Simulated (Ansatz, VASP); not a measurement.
## NiF: VASP beside Ansatz

Contents of INCAR:

```
SYSTEM = NiF
PREC = Accurate
ENCUT = 520
EDIFF = 1E-7
ISMEAR = -1
SIGMA = 0.05
LREAL = .False.
LASPH = .True.
NELM = 150
ALGO = Normal
ISIF = 2
LWAVE = .False.
LCHARG = .False.
ISPIN = 2
MAGMOM = 1 0
LORBIT = 11
LMAXMIX = 4
GGA = PE
NBANDS = 20
```

KPOINTS

```
regular mesh
0
Gamma
  10 10 10
  0 0 0
```

The input POSCAR:

```
NiF
1.0
    0.0000000000      2.2871783778      2.2871783778
    2.2871783778      0.0000000000      2.2871783778
    2.2871783778      2.2871783778      0.0000000000
Ni F
1 1
Direct
    0.0000000000      0.0000000000      0.0000000000
    0.7500000000      0.7500000000      0.7500000000
```

input.yaml

```yaml
crystal:
  lattice:
    - [0.0, 2.2871783778, 2.2871783778]
    - [2.2871783778, 0.0, 2.2871783778]
    - [2.2871783778, 2.2871783778, 0.0]
  atoms:
    - { symbol: Ni, position: [0.0, 0.0, 0.0], spin: 1.0 }
    - { symbol: F, position: [0.75, 0.75, 0.75] }
kpoints:
  mp_grid: { grid: [10, 10, 10] }
scf:
  occupations: { method: fermi_dirac, width: 0.05 }
hamiltonian:
  xc: pbe
  pseudopotentials: { kind: all_electron, lapw: { basis_error: 0.0005 } }
magnetization:
  spin_polarized: true
output:
  forces: true
  stress: true
  eigenvalues: true
```

Change from the starting cell: volume scaled by 0.94.

Alike in both runs: task single point; functional PBE; k mesh 10 × 10 × 10; occupations fermi-dirac, width 0.05 eV; collinear spin.

```csv
,VASP,Ansatz
version,VASP 6.6.1,Ansatz 0.2.0
potentials or method,"VASP PAW PBE potentials, release 64 (Ni, F), cutoff 520 eV","all-electron LAPW, scalar-relativistic"
```

VASP gave:

| Quantity | Value |
| --- | --- |
| gap on the k mesh at the Fermi level (eV) | none |
| pressure (GPa) | 14.7 |
| net moment per atom (μB) | 0.57 |
| size of the moment on the site where the two differ most (μB) | 1.11 |

Problem. Estimate Ansatz's values.

Solution. gap on the k mesh at the Fermi level (eV): none; pressure (GPa): 14.6; net moment per atom (μB): 0.57; size of the moment on the site where the two differ most (μB): 1.12.

Site moments also hang on the region over which each program counts them. A gap of «none» marks a metal or a gap that the smearing closes. Ansatz ran all-electron here, and VASP with PAW potentials.
